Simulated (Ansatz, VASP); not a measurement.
# One calculation of PC2, two programs

```xyz
6
Lattice="2.3105 -4.0917 -0.2320 2.3105 4.0917 -0.2320 -1.0258 0.0000 4.1814" Properties=species:S:1:pos:R:3 pbc="T T T"
P     2.7127    0.0000    3.0649
P     0.8825    0.0000    0.6526
C     1.9873    1.5015    3.8005
C     1.6079   -1.5015   -0.0831
C     1.6079    1.5015   -0.0831
C     1.9873   -1.5015    3.8005
```

Alike in both runs: functional PBE; k mesh 4 × 4 × 3; occupations gaussian, width 0.2 eV; no spin polarisation.

Ansatz relaxed the structure, and its values are those at the end. VASP's run is a single point on that final structure, the one shown.

```csv
,VASP,Ansatz
version,VASP 6.6.1,Ansatz 0.2.0
potentials or method,"VASP PAW PBE potentials, release 64 (P, C), cutoff 520 eV","scalar-relativistic, plane waves, PAW"
valence electrons in the cell,26,26
```

Ansatz gave:

* gap on the k mesh at the Fermi level (eV): none
* pressure (GPa): -0.1
* rms of the force components (eV/Å): 0.034

Task: Estimate VASP's values.

Result: gap on the k mesh at the Fermi level (eV): none; pressure (GPa): -0.2; rms of the force components (eV/Å): 0.055.

A gap of «none» marks a metal or a gap that the smearing closes. With one functional, cell and mesh, what is left measures potentials, basis and numerics.

The k mesh is coarse, so the values compare programs but aren't converged.
